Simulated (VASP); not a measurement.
Crystal: Ag.

```
Ag
1.0
     0.00000    2.08281    2.08281
     2.08281    0.00000    2.08281
     2.08281    2.08281    0.00000
Ag
1
Direct
  0.00000 0.00000 0.00000
```

Base run:

* Program: VASP 6.6.1
* Functional: r2SCAN
* Dispersion: D4
* Potentials or basis: VASP PAW PBE potentials, release 64 (Ag)
* Cutoff: 520 eV
* k mesh: 11 × 11 × 11
* Occupations: fermi-dirac, width 0.05 eV
* Spin: no spin polarisation

Its results: pressure -5.5 GPa.

Task: The run is repeated on the same cell with these changes: dispersion from D4 to none; further incar settings from ALGO = Normal; EDIFF = 1e-06; NBANDS = 12 to ALGO = Normal; EDIFF = 1e-07; NBANDS = 12. What comes out?

Result: Pressure -4.0 GPa.

Caveats: the PAW data sets were made with another functional, which shifts forces and pressure a little; pairwise dispersion overbinds metals, which lowers pressure and volume (some runs).
